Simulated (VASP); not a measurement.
Wanted: the native input for a VASP 6.6.1 run.

| Property | Result |
| --- | --- |
| Task | single point |
| Functional | PBE |
| Potentials or basis | VASP PAW PBE potentials, release 64 (N, Ti_sv) |
| Cutoff | 520 eV |
| k mesh | 9 × 9 × 1 |
| Occupations | gaussian, width 0.1 eV |
| Spin | collinear spin |
| Starting moments | [0.0, 0.0, 0.0, 0.0, 3.0, 0.0, 0.0, 0.0] μB |
| Dipole correction | yes |
| Further INCAR settings | ALGO = Normal; EDIFF = 1e-06; NBANDS = 44 |

The structure of Ti3N5 lies in POSCAR:

```
Ti3N5
1.0
    3.0028555063      0.0000000000      0.0000000000
   -1.5014277532      2.6005491524      0.0000000000
    0.0000000000      0.0000000000     24.1233847547
N Ti
5 3
Direct
    0.3333333333      0.6666666667      0.1658142106
    0.0000000000      0.0000000000      0.2674509120
    0.6666666667      0.3333333333      0.3654788005
    0.3333333333      0.6666666667      0.4611038156
    0.7777777778      0.2222222222      0.5477417406
    0.6666666667      0.3333333333      0.2166325614
    0.3333333333      0.6666666667      0.3190139885
    0.0000000000      0.0000000000      0.4290633808
```

The input as run:

INCAR

```
  ALGO = Normal
  DIPOL = 0.5 0.5 0.347
  EDIFF = 1E-6
  ENCUT = 520
  GGA = PE
  IDIPOL = 3
  ISIF = 2
  ISMEAR = 0
  ISPIN = 2
  LASPH = True
  LCHARG = False
  LDIPOL = True
  LMAXMIX = 4
  LORBIT = 11
  LREAL = False
  LWAVE = False
  MAGMOM = 0 0 0 0 3 0 0 0
  NBANDS = 44
  NELM = 150
  PREC = Accurate
  SIGMA = 0.1
```

KPOINTS

```
k-points
0
Gamma
  9 9 1
```

Potentials or basis: VASP PAW PBE potentials, release 64 (N, Ti_sv).

Command:

```console
$ cat potpaw_PBE.64/N/POTCAR potpaw_PBE.64/Ti_sv/POTCAR > POTCAR
$ mpirun -np 1 vasp_std > vasp.out
```

It gave:

- Largest force: 5.721 eV/Å
- Net moment: 2.94 μB per cell
- Site moments: N -0.02, +0.00, +0.04, +1.90 (each value once); Ti +0.00, -0.01, +0.07 μB
- Valence electrons inside the program's atomic spheres: N 3.51, 3.75, 3.73, 3.29 (each value once); Ti 10.31, 10.35, 10.47

It took 12 min on 1 thread of Intel(R) Xeon(R) Platinum 8488C (Sapphire Rapids), on a shared host, peak memory 0.58 GiB.
